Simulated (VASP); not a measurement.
# Zn4SeS3 (P-43m) in VASP: relaxation of cell and atoms with PBE

Aim: the relaxation of cell and atoms of Zn4SeS3 with PBE.

All numbers are computed with VASP 6.6.1; they aren't measurements. Logs are shortened: lines on timing, memory, paths and dates and some standing lists are left out, and cuts for length are marked.

## 1. The cell of the first run

Symmetry: P-43m, No. 215, cubic system. The conventional cell has a = 5.516 Å, b = 5.516 Å, c = 5.516 Å, α = 90.00°, β = 90.00°, γ = 90.00°. Within 3.1 Å of Zn (site symmetry 3m) lie 3 S at 2.37 Å and 1 Se at 2.45 Å. Within 3.2 Å of Se (site symmetry -43m) lie 4 Zn at 2.45 Å. Within 3.1 Å of S (site symmetry -42m) lie 4 Zn at 2.37 Å.

## 2. Relaxation of cell and atoms, PBE

Contents of INCAR:

```
SYSTEM = Zn4SeS3
PREC = Accurate
ENCUT = 600
EDIFF = 1E-6
ISMEAR = 0
SIGMA = 0.02
LREAL = .False.
LASPH = .True.
NELM = 80
ALGO = Normal
ISIF = 3
LWAVE = .False.
LCHARG = .False.
GGA = PE
IBRION = 2
NSW = 100
EDIFFG = -0.01
```

Contents of KPOINTS:

```
regular mesh
0
Gamma
  6 6 6
  0 0 0
```

Contents of POSCAR:

```
Zn4SeS3
1.0
    5.5155751000      0.0000000000      0.0000000000
    0.0000000000      5.5155751000      0.0000000000
    0.0000000000      0.0000000000      5.5155751000
Zn Se S
4 1 3
Direct
    0.7436060000      0.7436060000      0.7436060000
    0.7436060000      0.2563940000      0.2563940000
    0.2563940000      0.7436060000      0.2563940000
    0.2563940000      0.2563940000      0.7436060000
    0.0000000000      0.0000000000      0.0000000000
    0.5000000000      0.5000000000      0.0000000000
    0.5000000000      0.0000000000      0.5000000000
    0.0000000000      0.5000000000      0.5000000000
```

Potentials or basis: VASP PAW PBE potentials, release 64 (Zn, Se, S).

Run with:

```sh
cat potpaw_PBE.64/Zn/POTCAR potpaw_PBE.64/Se/POTCAR potpaw_PBE.64/S/POTCAR > POTCAR
mpirun -np 1 vasp_std > vasp.out
```

OUTCAR:

```text
SYSTEM = Zn4SeS3
   PREC = Accurate
   ENCUT = 600
   EDIFF = 1E-6
   ISMEAR = 0
   LREAL = .False.
   LASPH = .True.
   NELM = 80
   ISIF = 3
   GGA = PE
   IBRION = 2
   NSW = 100
   EDIFFG = -0.01

 ion  position               nearest neighbor table
   1  0.744  0.744  0.744-   6 2.37   7 2.37   8 2.37   5 2.45
   2  0.744  0.256  0.256-   6 2.37   7 2.37   8 2.37   5 2.45
   3  0.256  0.744  0.256-   6 2.37   7 2.37   8 2.37   5 2.45
   4  0.256  0.256  0.744-   6 2.37   7 2.37   8 2.37   5 2.45
   5  0.000  0.000  0.000-   1 2.45   2 2.45   3 2.45   4 2.45
   6  0.500  0.500  0.000-   1 2.37   2 2.37   3 2.37   4 2.37
   7  0.500  0.000  0.500-   1 2.37   2 2.37   3 2.37   4 2.37
   8  0.000  0.500  0.500-   1 2.37   2 2.37   3 2.37   4 2.37

  LATTYP: Found a simple cubic cell.
 ALAT       =     5.5155751000

  Lattice vectors:

 A1 = (   5.5155751000,   0.0000000000,   0.0000000000)
 A2 = (   0.0000000000,   5.5155751000,   0.0000000000)
 A3 = (   0.0000000000,   0.0000000000,   5.5155751000)

Analysis of symmetry for initial positions (statically):
=====================================================================
 Subroutine PRICEL returns:
 Original cell was already a primitive cell.

 Routine SETGRP: Setting up the symmetry group for a
 simple cubic supercell.

 Subroutine GETGRP returns: Found 24 space group operations
 (whereof 24 operations were pure point group operations)
 out of a pool of 48 trial point group operations.

The static configuration has the point symmetry T_d .

Analysis of symmetry for dynamics (positions and initial velocities):
=====================================================================
 Subroutine PRICEL returns:
 Original cell was already a primitive cell.

 Routine SETGRP: Setting up the symmetry group for a
 simple cubic supercell.

 Subroutine GETGRP returns: Found 24 space group operations
 (whereof 24 operations were pure point group operations)
 out of a pool of 48 trial point group operations.

The dynamic configuration has the point symmetry T_d .

 Subroutine INISYM returns: Found 24 space group operations
 (whereof 24 operations are pure point group operations),
 and found     1 'primitive' translations

----------------------------------------------------------------------------------------

                                     Primitive cell

  volume of cell :     167.7924

  direct lattice vectors                    reciprocal lattice vectors
     5.515575100  0.000000000  0.000000000     0.181304756  0.000000000  0.000000000
     0.000000000  5.515575100  0.000000000     0.000000000  0.181304756  0.000000000
     0.000000000  0.000000000  5.515575100     0.000000000  0.000000000  0.181304756

  length of vectors
     5.515575100  5.515575100  5.515575100     0.181304756  0.181304756  0.181304756

  position of ions in fractional coordinates (direct lattice)
     0.743606000  0.743606000  0.743606000
     0.743606000  0.256394000  0.256394000
     0.256394000  0.743606000  0.256394000
     0.256394000  0.256394000  0.743606000
     0.000000000  0.000000000  0.000000000
     0.500000000  0.500000000  0.000000000
     0.500000000  0.000000000  0.500000000
     0.000000000  0.500000000  0.500000000

  ion indices of the primitive-cell ions
   primitive index   ion index
                 1           1
                 2           2
                 3           3
                 4           4
                 5           5
                 6           6
                 7           7
                 8           8
[... 81 lines left out ...]
   EFERMI =   0.00;   METHOD = LEGACY
   ISMEAR =     0;   SIGMA  =   0.02  broadening in eV -4-tet -1-fermi 0-gaus
   EFERMI_NEDOS =   21; number of points for ismear=-14 and -15
   IALGO  =     38    algorithm
   IMIX   =      4    mixing-type and parameters
     AMIX     =   0.40;   BMIX     =  1.00
     AMIX_MAG =   1.60;   BMIX_MAG =  1.00
  volume/ion in A,a.u.               =      20.97       141.54
  Fermi-wavevector in a.u.,A,eV,Ry     =   1.234795  2.333424 20.745057  1.524719
  Thomas-Fermi vector in A             =   2.369471
   LORBIT       =      0    0 simple, 1 ext, 2 COOP (PROOUT), +10 PAW based schemes
   GGA     = PE    functional components
   LHFCALC =     F    Hartree Fock is set to
   AEXX    =    0.0000 exact exchange contribution
   IVDW    =     0    specifies the selected vdW correction
   LEPSILON=     F    determine dielectric tensor
   LRPA    =     F    only Hartree local field effects (RPA)
 conjugate gradient relaxation of ions
 non-spin polarized calculation
 Gauss-broadening in eV      SIGMA  =   0.02
  energy-cutoff  :      600.00
  volume of cell :      167.79
 maximum number of plane-waves:      5644
 NGX is ok and might be reduce to    48
   NGX = 23   NGY = 23   NGZ = 23

--------------------------------------- Ionic step        1  -------------------------------------------

 number of electron      72.0000034 magnetization

 Free energy of the ion-electron system (eV)
  ---------------------------------------------------
  ext. energy  EPLUGINS =         0.00000000
  ---------------------------------------------------
  free energy    TOTEN  =       -26.52595906 eV

  energy without entropy =      -26.52595906  energy(sigma->0) =      -26.52595906

------------------------ aborting loop because EDIFF is reached ----------------------------------------

  FORCE on cell =-STRESS in cart. coord.  units (eV):
  Direction    XX          YY          ZZ          XY          YZ          ZX
  --------------------------------------------------------------------------------------
  -------------------------------------------------------------------------------------
  Total        0.1587621      0.1587621      0.1587621     -0.0000000      0.0000000     -0.0000000
  in kB        1.5159509      1.5159509      1.5159509     -0.0000000      0.0000000     -0.0000000
  external PRESSURE =       1.5159509 kB  Pullay stress =       0.0000000 kB

 VOLUME and BASIS-vectors are now :
 -----------------------------------------------------------------------------
  energy-cutoff  :      600.00
  volume of cell :      167.79
      direct lattice vectors                 reciprocal lattice vectors
     5.515575100  0.000000000  0.000000000     0.181304756  0.000000000  0.000000000
     0.000000000  5.515575100  0.000000000     0.000000000  0.181304756  0.000000000
     0.000000000  0.000000000  5.515575100     0.000000000  0.000000000  0.181304756

 POSITION                                       TOTAL-FORCE (eV/Angst)
 -----------------------------------------------------------------------------------
      4.10141      4.10141      4.10141        -0.002091     -0.002091     -0.002091
      4.10141      1.41416      1.41416        -0.002091      0.002091      0.002091
      1.41416      4.10141      1.41416         0.002091     -0.002091      0.002091
      1.41416      1.41416      4.10141         0.002091      0.002091     -0.002091
      0.00000      0.00000      0.00000        -0.000000      0.000000     -0.000000
      2.75779      2.75779      0.00000        -0.000000      0.000000     -0.000000
      2.75779      0.00000      2.75779        -0.000000      0.000000     -0.000000
      0.00000      2.75779      2.75779        -0.000000      0.000000     -0.000000
 -----------------------------------------------------------------------------------
    total drift:                               -0.000000     -0.000000      0.000000

  FREE ENERGIE OF THE ION-ELECTRON SYSTEM (eV)
  ---------------------------------------------------
  free  energy   TOTEN  =       -26.5259590599 eV

  energy  without entropy=      -26.5259590599  energy(sigma->0) =      -26.52595906

--------------------------------------- Ionic step        2  -------------------------------------------

 number of electron      72.0000031 magnetization

 Free energy of the ion-electron system (eV)
  ---------------------------------------------------
  ext. energy  EPLUGINS =         0.00000000
  ---------------------------------------------------
  free energy    TOTEN  =       -26.52614191 eV

  energy without entropy =      -26.52614191  energy(sigma->0) =      -26.52614191

 E-fermi :   1.8559     XC(G=0):  -9.4239

 val. band max:        1.7472617448   @ k =   0.0000   0.0000   0.0000
 cond. band min:       3.4678275445   @ k =   0.0000   0.0000   0.0000
 fundamental gap:      1.7205657997
 Fermi energy:         1.8558744563

 k-point     1 :       0.0000    0.0000    0.0000
  band No.  band energies     occupation
      1     -11.2570      2.00000
      2     -10.1462      2.00000
      3     -10.1462      2.00000
      4     -10.0994      2.00000
      5      -4.5763      2.00000
      6      -4.5763      2.00000
[... 909 lines left out ...]
     42       8.4381      0.00000
     43       8.4480      0.00000

------------------------ aborting loop because EDIFF is reached ----------------------------------------

  FORCE on cell =-STRESS in cart. coord.  units (eV):
  Direction    XX          YY          ZZ          XY          YZ          ZX
  --------------------------------------------------------------------------------------
  -------------------------------------------------------------------------------------
  Total       -0.0543158     -0.0543158     -0.0543158      0.0000000     -0.0000000      0.0000000
  in kB       -0.5171517     -0.5171517     -0.5171517      0.0000000     -0.0000000      0.0000000
  external PRESSURE =      -0.5171517 kB  Pullay stress =       0.0000000 kB

 VOLUME and BASIS-vectors are now :
 -----------------------------------------------------------------------------
  energy-cutoff  :      600.00
  volume of cell :      168.27
      direct lattice vectors                 reciprocal lattice vectors
     5.520855648  0.000000000 -0.000000000     0.181131343  0.000000000 -0.000000000
    -0.000000000  5.520855648 -0.000000000    -0.000000000  0.181131343 -0.000000000
     0.000000000  0.000000000  5.520855648     0.000000000  0.000000000  0.181131343

 POSITION                                       TOTAL-FORCE (eV/Angst)
 -----------------------------------------------------------------------------------
      4.10524      4.10524      4.10524        -0.000223     -0.000223     -0.000223
      4.10524      1.41562      1.41562        -0.000223      0.000223      0.000223
      1.41562      4.10524      1.41562         0.000223     -0.000223      0.000223
      1.41562      1.41562      4.10524         0.000223      0.000223     -0.000223
      5.52086      0.00000      5.52086        -0.000000     -0.000000     -0.000000
      2.76043      2.76043      5.52086        -0.000000     -0.000000     -0.000000
      2.76043      0.00000      2.76043        -0.000000     -0.000000      0.000000
      5.52086      2.76043      2.76043        -0.000000     -0.000000      0.000000
 -----------------------------------------------------------------------------------
    total drift:                               -0.000000     -0.000000      0.000000

  FREE ENERGIE OF THE ION-ELECTRON SYSTEM (eV)
  ---------------------------------------------------
  free  energy   TOTEN  =       -26.5261419142 eV

  energy  without entropy=      -26.5261419142  energy(sigma->0) =      -26.52614191

 reached required accuracy - stopping structural energy minimisation
```

Run time: 5.1 min. Hardware: 1 thread of Oxide Virtual Turin-like, shared host; peak memory 0.4 GiB.

What came out:

```
Free energy                           : -26.5261 eV
Relaxed volume                        : 21.03 Å³/atom
Relaxed cell                          : a = 5.521 Å, b = 5.521 Å, c = 5.521 Å, α = 90.00°, β = 90.00°, γ = 90.00°
Space group after relaxing (to 0.1 Å) : P-43m (No. 215)
Energy gained by relaxing             : 0.0 meV/atom
Ionic steps                           : 2
Pressure after relaxing               : -0.1 GPa
Band gap on the k mesh                : 1.72 eV
```

Step by step:
| step | energy change (eV) | largest force (eV/Å) | pressure (GPa) | volume (Å³) |
| --- | --- | --- | --- | --- |
| 1 | 0.0000 | 0.0036 | 0.15 | 167.79 |
| 2 | -0.0002 | 0.0004 | -0.05 | 168.27 |

Final structure:
```
Zn Se S
1.0
     5.52086    0.00000    0.00000
     0.00000    5.52086    0.00000
     0.00000    0.00000    5.52086
Zn Se S
4 1 3
Direct
  0.74359 0.74359 0.74359
  0.74359 0.25641 0.25641
  0.25641 0.74359 0.25641
  0.25641 0.25641 0.74359
  0.00000 0.00000 0.00000
  0.50000 0.50000 0.00000
  0.50000 0.00000 0.50000
  0.00000 0.50000 0.50000
```
